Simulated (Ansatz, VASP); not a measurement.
WS2: VASP beside Ansatz

```
CELL_PARAMETERS angstrom
3.11803 0.00000 0.00000
-1.55901 2.70029 0.00000
0.00000 0.00000 12.58280
ATOMIC_POSITIONS crystal
W 0.33333 0.66667 0.25000
W 0.66667 0.33333 0.75000
S 0.33333 0.66667 0.64624
S 0.66667 0.33333 0.14624
S 0.33333 0.66667 0.85376
S 0.66667 0.33333 0.35376
```

Alike in both runs: task single point; functional PBEsol; k mesh 12 × 12 × 2; occupations gaussian, width 0.05 eV; no spin polarisation.

|  | VASP | Ansatz |
| --- | --- | --- |
| version | VASP 6.6.1 | Ansatz 0.2.0 |
| potentials or method | VASP PAW PBE potentials, release 64 (W_sv, S), cutoff 520 eV | scalar-relativistic, plane waves, PAW |
| valence electrons in the cell | 52 | 52 |

VASP gave:

| Property | Result |
| --- | --- |
| gap on the k mesh at the Fermi level (eV) | none |
| rms of the force components (eV/Å) | 3.673 |

**Question.** Which values does Ansatz return?

**Answer.** gap on the k mesh at the Fermi level (eV): none; rms of the force components (eV/Å): 3.667.

VASP's potentials were made for PBE, not for PBEsol, and Ansatz warns of the same on its side. Atom by atom the forces differ by 0.007 eV/Å (rms over components). A gap of «none» marks a metal or a gap that the smearing closes.

Spin-orbit coupling is off throughout.
